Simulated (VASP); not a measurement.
# TaN (Fm-3m) in VASP: a series of runs

Runs on TaN. Level: PBEsol. Tasks: single point, relaxation of cell and atoms.

Program: VASP 6.6.1. These are calculated values, not measurements. Logs are shortened: lines on timing, memory, paths and dates and some standing lists are left out, and cuts for length are marked.

**1. The cell of the first run**

It takes space group Fm-3m (No. 225, cubic). Conventional cell: a = 4.376 Å, b = 4.376 Å, c = 4.376 Å, α = 90.00°, β = 90.00°, γ = 90.00°. Within 2.9 Å of Ta (site symmetry m-3m) lie 6 N at 2.19 Å. N (site symmetry m-3m) has 6 Ta at 2.19 Å within 2.9 Å.

**2. Single point, PBEsol**

Input file INCAR:

```
ALGO = Normal ; EDIFF = 1E-6
ENCUT = 520 ; GGA = PS
ISIF = 2 ; ISMEAR = 0
LASPH = True ; LCHARG = True
LELF = True ; LREAL = False
LVHAR = True ; LWAVE = False
NBANDS = 15 ; NELM = 80
PREC = Accurate ; SIGMA = 0.1
```

Input file KPOINTS:

```
k-points
0
Gamma
  16 16 16
```

Input file POSCAR:

```
TaN
1.0
    0.0000000000      2.1878447047      2.1878447047
    2.1878447047      0.0000000000      2.1878447047
    2.1878447047      2.1878447047      0.0000000000
Ta N
1 1
Direct
    0.5000000000      0.5000000000      0.5000000000
    0.0000000000      0.0000000000      0.0000000000
```

Potentials or basis: VASP PAW PBE potentials, release 64 (Ta_pv, N).

Started as:

```
cat potpaw_PBE.64/Ta_pv/POTCAR potpaw_PBE.64/N/POTCAR > POTCAR
mpirun -np 1 vasp_std > vasp.out
```

OUTCAR:

```text
EDIFF = 1E-6
   ENCUT = 520
   GGA = PS
   ISIF = 2
   ISMEAR = 0
   LASPH = True
   LREAL = False
   NELM = 80
   PREC = Accurate

 ion  position               nearest neighbor table
   1  0.500  0.500  0.500-   2 2.19   2 2.19   2 2.19   2 2.19   2 2.19   2 2.19
   2  0.000  0.000  0.000-   1 2.19   1 2.19   1 2.19   1 2.19   1 2.19   1 2.19

  LATTYP: Found a face centered cubic cell.
 ALAT       =     4.3756894094

  Lattice vectors:

 A1 = (   0.0000000000,   2.1878447047,   2.1878447047)
 A2 = (   2.1878447047,   0.0000000000,   2.1878447047)
 A3 = (   2.1878447047,   2.1878447047,   0.0000000000)

Analysis of symmetry for initial positions (statically):
=====================================================================
 Subroutine PRICEL returns:
 Original cell was already a primitive cell.

 Routine SETGRP: Setting up the symmetry group for a
 face centered cubic supercell.

 Subroutine GETGRP returns: Found 48 space group operations
[... 9 lines left out ...]

 Routine SETGRP: Setting up the symmetry group for a
 face centered cubic supercell.

 Subroutine GETGRP returns: Found 48 space group operations
[... 11 lines left out ...]
                                     Primitive cell

  volume of cell :      20.9450

  direct lattice vectors                    reciprocal lattice vectors
     0.000000000  2.187844705  2.187844705    -0.228535416  0.228535416  0.228535416
     2.187844705  0.000000000  2.187844705     0.228535416 -0.228535416  0.228535416
     2.187844705  2.187844705  0.000000000     0.228535416  0.228535416 -0.228535416

  length of vectors
     3.094079654  3.094079654  3.094079654     0.395834952  0.395834952  0.395834952

  position of ions in fractional coordinates (direct lattice)
     0.500000000  0.500000000  0.500000000
     0.000000000  0.000000000  0.000000000

  ion indices of the primitive-cell ions
   primitive index   ion index
                 1           1
                 2           2

----------------------------------------------------------------------------------------

 KPOINTS: k-points

Automatic generation of k-mesh.
 Grid dimensions read from file:
 generate k-points for:   16   16   16

 Generating k-lattice:

  Cartesian coordinates                     Fractional coordinates (reciprocal lattice)
    -0.014283464  0.014283464  0.014283464     0.062500000  0.000000000  0.000000000
     0.014283464 -0.014283464  0.014283464     0.000000000  0.062500000  0.000000000
     0.014283464  0.014283464 -0.014283464     0.000000000  0.000000000  0.062500000

  Length of vectors
     0.024739685  0.024739685  0.024739685

  Shift w.r.t. Gamma in fractional coordinates (k-lattice)
     0.000000000  0.000000000  0.000000000

 Subroutine IBZKPT returns following result:
 ===========================================

 Found    145 irreducible k-points:

 Following reciprocal coordinates:
            Coordinates               Weight
  0.000000  0.000000  0.000000      1.000000
  0.062500  0.000000  0.000000      8.000000
  0.125000  0.000000  0.000000      8.000000
  0.187500  0.000000  0.000000      8.000000
  0.250000  0.000000  0.000000      8.000000
  0.312500  0.000000  0.000000      8.000000
[... 16 lines left out ...]
 -0.125000  0.062500  0.000000     24.000000
 -0.062500  0.062500  0.000000     12.000000
 [... further k-points ...]
   k-points           NKPTS =    145   k-points in BZ     NKDIM =    145   number of bands    NBANDS=     15
   number of dos      NEDOS =    301   number of ions     NIONS =      2
   total plane-waves  NPLWV =  13824
   dimension x,y,z NGX =    24 NGY =   24 NGZ =   24
   dimension x,y,z NGXF=    48 NGYF=   48 NGZF=   48
   ions per type =               1   1
   NGX,Y,Z   is equivalent  to a cutoff of  12.90, 12.90, 12.90 a.u.
   NGXF,Y,Z  is equivalent  to a cutoff of  25.79, 25.79, 25.79 a.u.
 SYSTEM =  unknown system
   PREC   = accura    normal or accurate (medium, high low for compatibility)
   ISTART =      0    job   : 0-new  1-cont  2-samecut
   ICHARG =      2    charge: 1-file 2-atom 10-const
   ISPIN  =      1    spin polarized calculation?
   LNONCOLLINEAR =      F non collinear calculations
   LSORBIT =      F    spin-orbit coupling
   LASPH  =      T    aspherical Exc in radial PAW
   ENCUT  =  520.0 eV  38.22 Ry    6.18 a.u.   5.75  5.75  5.75*2*pi/ulx,y,z
   NELM   =     80;   NELMIN=  2; NELMDL= -5     # of ELM steps
   EDIFF  = 0.1E-05   stopping-criterion for ELM
   LREAL  =      F    real-space projection
   EDIFFG = 0.1E-04   stopping-criterion for IOM
   NSW    =      0    number of steps for IOM
   IBRION =     -1    ionic relax: 0-MD 1-quasi-New 2-CG
   NFREE  =      0    steps in history (QN), initial steepest desc. (CG)
   ISIF   =      2    stress and relaxation
   ISYM   =      2    0-nonsym 1-usesym 2-fastsym
   POTIM  = 0.5000    time-step for ionic-motion
   TEBEG  =    0.0;   TEEND  =   0.0 temperature during run
   PSTRESS=    0.0 pullay stress
   NELECT =      16.0000    total number of electrons
   NUPDOWN=      -1.0000    fix difference up-down
   EMIN   =  10.00;   EMAX   =-10.00  energy-range for DOS
   EFERMI =   0.00;   METHOD = LEGACY
   ISMEAR =     0;   SIGMA  =   0.10  broadening in eV -4-tet -1-fermi 0-gaus
   EFERMI_NEDOS =   21; number of points for ismear=-14 and -15
   IALGO  =     38    algorithm
   IMIX   =      4    mixing-type and parameters
     AMIX     =   0.40;   BMIX     =  1.00
     AMIX_MAG =   1.60;   BMIX_MAG =  1.00
  volume/ion in A,a.u.               =      10.47        70.67
  Fermi-wavevector in a.u.,A,eV,Ry     =   1.496540  2.828051 30.472044  2.239632
  Thomas-Fermi vector in A             =   2.608543
   LORBIT       =      0    0 simple, 1 ext, 2 COOP (PROOUT), +10 PAW based schemes
   GGA     = PS    functional components
   LHFCALC =     F    Hartree Fock is set to
   AEXX    =    0.0000 exact exchange contribution
   IVDW    =     0    specifies the selected vdW correction
   LEPSILON=     F    determine dielectric tensor
   LRPA    =     F    only Hartree local field effects (RPA)
 non-spin polarized calculation
 Gauss-broadening in eV      SIGMA  =   0.10
  energy-cutoff  :      520.00
  volume of cell :       20.94
 maximum number of plane-waves:       588
   NGX = 11   NGY = 11   NGZ = 11

 number of electron      16.0000001 magnetization

 Free energy of the ion-electron system (eV)
  ---------------------------------------------------
  ext. energy  EPLUGINS =         0.00000000
  ---------------------------------------------------
  free energy    TOTEN  =       -23.21113592 eV

  energy without entropy =      -23.20551679  energy(sigma->0) =      -23.20832635

 E-fermi :   9.5382     XC(G=0): -13.6725

 val. band max:        9.5306445861   @ k =  -0.2500   0.3750   0.1250
 cond. band min:       9.5450056437   @ k =  -0.3125   0.3125   0.1250
 fundamental gap:      0.0143610577
 Fermi energy:         9.5382168840

 k-point     1 :       0.0000    0.0000    0.0000
  band No.  band energies     occupation
      1     -26.1275      2.00000
      2     -26.1275      2.00000
      3     -26.1275      2.00000
      4      -9.3841      2.00000
      5       5.7107      2.00000
      6       5.7107      2.00000
      7       5.7107      2.00000
      8       7.3771      2.00000
      9       7.3771      2.00000
     10       7.3771      2.00000
     11       9.5779      0.57503
     12       9.5779      0.57503
     13      11.2223      0.00000
     14      18.9302      0.00000
     15      21.9469      0.00000

 k-point     2 :       0.0625    0.0000    0.0000
  band No.  band energies     occupation
      1     -26.1652      2.00000
      2     -26.1308      2.00000
      3     -26.1308      2.00000
      4      -9.2848      2.00000
      5       5.1854      2.00000
      6       5.3551      2.00000
      7       5.3551      2.00000
      8       7.5402      2.00000
      9       7.5402      2.00000
     10       7.6168      2.00000
     11       9.9849      0.00000
     12       9.9849      0.00000
     13      11.5127      0.00000
     14      19.2326      0.00000
     15      21.9467      0.00000

 k-point     3 :       0.1250    0.0000    0.0000
  band No.  band energies     occupation
      1     -26.2712      2.00000
      2     -26.1405      2.00000
      3     -26.1405      2.00000
      4      -8.9981      2.00000
      5       4.1301      2.00000
      6       4.6265      2.00000
      7       4.6265      2.00000
      8       7.9167      2.00000
      9       7.9167      2.00000
     10       7.9665      2.00000
     11      10.9690      0.00000
     12      10.9690      0.00000
     13      12.2543      0.00000
     14      20.0709      0.00000
     15      21.9460      0.00000

 k-point     4 :       0.1875    0.0000    0.0000
  band No.  band energies     occupation
      1     -26.4258      2.00000
      2     -26.1548      2.00000
      3     -26.1548      2.00000
      4      -8.5551      2.00000
      5       2.9536      2.00000
      6       3.8565      2.00000
      7       3.8565      2.00000
      8       8.3164      2.00000
      9       8.4545      2.00000
     10       8.4545      2.00000
     11      12.2126      0.00000
     12      12.2126      0.00000
     13      13.1874      0.00000
     14      21.2081      0.00000
     15      21.9453      0.00000

 k-point     5 :       0.2500    0.0000    0.0000
  band No.  band energies     occupation
      1     -26.6025      2.00000
      2     -26.1716      2.00000
      3     -26.1716      2.00000
      4      -8.0023      2.00000
      5       1.8002      2.00000
      6       3.1661      2.00000
      7       3.1661      2.00000
      8       8.7607      2.00000
      9       9.1359      2.00000
     10       9.1359      2.00000
     11      13.5417      0.00000
     12      13.5417      0.00000
     13      14.0650      0.00000
     14      21.9016      0.00000
     15      22.0973      0.00000

 k-point     6 :       0.3125    0.0000    0.0000
  band No.  band energies     occupation
      1     -26.7735      2.00000
      2     -26.1883      2.00000
      3     -26.1883      2.00000
      4      -7.3998      2.00000
      5       0.7479      2.00000
      6       2.6030      2.00000
      7       2.6030      2.00000
      8       9.3677      1.98409
      9       9.9094      0.00000
     10       9.9094      0.00000
     11      14.6168      0.00000
     12      14.8441      0.00000
     13      14.8441      0.00000
     14      21.7739      0.00000
     15      22.0853      0.00000

 k-point     7 :       0.3750    0.0000    0.0000
  band No.  band energies     occupation
      1     -26.9144      2.00000
      2     -26.2025      2.00000
      3     -26.2025      2.00000
      4      -6.8250      2.00000
      5      -0.1336      2.00000
      6       2.1896      2.00000
      7       2.1896      2.00000
      8      10.1532      0.00000
      9      10.6753      0.00000
     10      10.6753      0.00000
     11      14.5595      0.00000
[... 226 lines left out ...]
      4      -7.1949      2.00000
      5       0.4221      2.00000
      6       2.3242      2.00000
      7       2.6517      2.00000
      8       9.3968      1.95444
      9       9.8239      0.00005
     10      10.8927      0.00000
     11      14.0424      0.00000
     12      15.2389      0.00000
     13      15.8943      0.00000
     14      21.6315      0.00000
     15      22.0457      0.00000

 k-point    21 :      -0.2500    0.0625    0.0000
  band No.  band energies     occupation
      1     -26.6609      2.00000
      2     -26.2156      2.00000
      3     -26.1652      2.00000
      4      -7.7690      2.00000
      5       1.3506      2.00000
      6       2.7726      2.00000
      7       3.1973      2.00000
      8       8.8021      2.00000
      9       9.0456      2.00000
     10      10.1405      0.00000
     11      12.9252      0.00000
     12      14.7086      0.00000
     13      14.7089      0.00000
     14      21.9049      0.00000
     15      22.2603      0.00000

 k-point    22 :      -0.1875    0.0625    0.0000
  band No.  band energies     occupation
      1     -26.4900      2.00000
      2     -26.1957      2.00000
      3     -26.1484      2.00000
      4      -8.3232      2.00000
      5       2.3902      2.00000
      6       3.3617      2.00000
      7       3.8499      2.00000
      8       8.3710      2.00000
      9       8.3889      2.00000
     10       9.3786      1.97599
     11      11.7056      0.00000
     12      13.4039      0.00000
     13      13.8854      0.00000
     14      21.7510      0.00000
     15      21.9498      0.00000

 k-point    23 :      -0.1250    0.0625    0.0000
  band No.  band energies     occupation
      1     -26.3327      2.00000
      2     -26.1738      2.00000
      3     -26.1359      2.00000
      4      -8.7923      2.00000
      5       3.4670      2.00000
      6       4.0595      2.00000
      7       4.5451      2.00000
      8       7.8586      2.00000
      9       8.0955      2.00000
     10       8.6952      2.00000
     11      10.6434      0.00000
     12      12.0957      0.00000
     13      12.9181      0.00000
     14      20.6608      0.00000
     15      21.9453      0.00000

 k-point    24 :      -0.0625    0.0625    0.0000
  band No.  band energies     occupation
      1     -26.2174      2.00000
      2     -26.1511      2.00000
      3     -26.1297      2.00000
      4      -9.1252      2.00000
      5       4.4754      2.00000
      6       4.7899      2.00000
      7       5.1404      2.00000
      8       7.5555      2.00000
      9       7.7912      2.00000
     10       8.1020      2.00000
     11      10.0198      0.00000
     12      10.8999      0.00000
     13      12.0250      0.00000
     14      19.7130      0.00000
     15      21.9463      0.00000

 [... further k-points ...]
[... 5 lines left out ...]
  --------------------------------------------------------------------------------------
  -------------------------------------------------------------------------------------
  Total        0.1340724      0.1340724      0.1340724      0.0000000      0.0000000      0.0000000
  in kB       10.2558216     10.2558216     10.2558216      0.0000000      0.0000000      0.0000000
  external PRESSURE =      10.2558216 kB  Pullay stress =       0.0000000 kB

 VOLUME and BASIS-vectors are now :
 -----------------------------------------------------------------------------
  energy-cutoff  :      520.00
  volume of cell :       20.94
      direct lattice vectors                 reciprocal lattice vectors
     0.000000000  2.187844705  2.187844705    -0.228535416  0.228535416  0.228535416
     2.187844705  0.000000000  2.187844705     0.228535416 -0.228535416  0.228535416
     2.187844705  2.187844705  0.000000000     0.228535416  0.228535416 -0.228535416

 POSITION                                       TOTAL-FORCE (eV/Angst)
 -----------------------------------------------------------------------------------
      2.18784      2.18784      2.18784        -0.000000     -0.000000     -0.000000
      0.00000      0.00000      0.00000         0.000000      0.000000      0.000000
 -----------------------------------------------------------------------------------
    total drift:                                0.000000     -0.000000     -0.000000

  FREE ENERGIE OF THE ION-ELECTRON SYSTEM (eV)
  ---------------------------------------------------
  free  energy   TOTEN  =       -23.2111359184 eV

  energy  without entropy=      -23.2055167900  energy(sigma->0) =      -23.20832635
```

Run time: 13 s. Hardware: 1 thread of Intel Xeon 6975P-C (Granite Rapids), shared host; peak memory 0.17 GiB.

Results:

| Item | Value |
| --- | --- |
| Free energy | -23.2111 eV |
| Pressure | 1.0 GPa |
| Band gap on the k mesh | zero (band 8 reaches 11.50 eV, above the bottom of band 9 at 7.38 eV) |

Caveat: the PAW data sets were made with another functional, which shifts forces and pressure a little; spin-orbit coupling is left out, which moves the levels of the heavy elements.

**3. Relaxation of cell and atoms, PBEsol**

This run uses another cell than the first one, of 10.35 Å³/atom, 0.988 times its volume.

Input file INCAR:

```
PREC     = Accurate       # precision mode
ENCUT    = 600            # plane-wave cutoff, eV
EDIFF    = 1E-7           # SCF threshold, eV
ISMEAR   = 0              # smearing method
SIGMA    = 0.1            # smearing width, eV
LREAL    = F              # projectors in reciprocal space
LASPH    = T              # aspherical terms in the spheres
NELM     = 100            # most SCF steps
ALGO     = Normal         # electronic algorithm
ISIF     = 3              # what is computed and relaxed
LWAVE    = F              # write WAVECAR
LCHARG   = F              # write CHGCAR
GGA      = PS             # functional
IBRION   = 2              # ionic algorithm
NSW      = 100            # ionic steps
EDIFFG   = -0.005         # ionic threshold
```

Input file KPOINTS:

```
regular mesh
0
Gamma
  16 16 16
```

Input file POSCAR:

```
TaN
1.0
    0.0000000000      2.1790000000      2.1790000000
    2.1790000000      0.0000000000      2.1790000000
    2.1790000000      2.1790000000      0.0000000000
Ta N
1 1
Direct
    0.5000000000      0.5000000000      0.5000000000
    0.0000000000      0.0000000000      0.0000000000
```

Potentials or basis: VASP PAW PBE potentials, release 64 (Ta_pv, N).

Started as:

```
cat potpaw_PBE.64/Ta_pv/POTCAR potpaw_PBE.64/N/POTCAR > POTCAR
mpirun -np 1 vasp_std > vasp.out
```

Wall time 52 s (1 thread of Intel Xeon 6975P-C (Granite Rapids), shared host); peak memory 0.21 GiB.

It converged, with:

```
Free energy                            : -23.2132 eV
Relaxed volume                         : 10.50 Å³/atom
Relaxed cell                           : a = 3.097 Å, b = 3.097 Å, c = 3.097 Å, α = 60.00°, β = 60.00°, γ = 60.00°
Space group after relaxing (to 0.05 Å) : Fm-3m (No. 225)
Energy gained by relaxing              : 2.6 meV/atom
Ionic steps                            : 3
Pressure after relaxing                : -0.1 GPa
Band gap on the k mesh                 : zero (band 8 reaches 11.46 eV, above the bottom of band 9 at 7.35 eV)
```

The path:
```
step  energy change (eV)  largest force (eV/Å)  pressure (GPa)  volume (Å³)
   1              0.0000                0.0000            5.45        20.69
   2              0.0240                0.0000          -11.81        21.76
   3             -0.0052                0.0000           -0.06        21.00
```

Final structure:
```yaml
crystal:
  lattice:
    - [0.00000, 2.18988, 2.18988]
    - [2.18988, 0.00000, 2.18988]
    - [2.18988, 2.18988, 0.00000]
  atoms:
    - { symbol: Ta, position: [0.50000, 0.50000, 0.50000] }
    - { symbol: N, position: [0.00000, 0.00000, 0.00000] }
```

Levels at points of the mesh, in eV from the Fermi level:
| k point | band 4 | band 5 | band 6 | band 7 | band 8 | band 9 | band 10 | band 11 | band 12 |
| --- | --- | --- | --- | --- | --- | --- | --- | --- | --- |
| (0.00, 0.00, 0.00) | -18.90 | -3.82 | -3.82 | -3.82 | -2.15 | -2.15 | -2.15 | 0.04 | 0.04 |
| (0.50, 0.00, 0.00) | -15.75 | -10.49 | -7.67 | -7.67 | 1.96 | 1.96 | 2.06 | 3.85 | 7.70 |
| (0.50, 0.50, 0.00) | -17.62 | -6.65 | -5.57 | -4.63 | -4.63 | 2.14 | 3.64 | 3.64 | 4.70 |

Caveat: the PAW data sets were made with another functional, which shifts forces and pressure a little; spin-orbit coupling is left out, which moves the levels of the heavy elements. Zero-point motion and thermal expansion aren't in these numbers.

(Continued in part 2 of 2.)
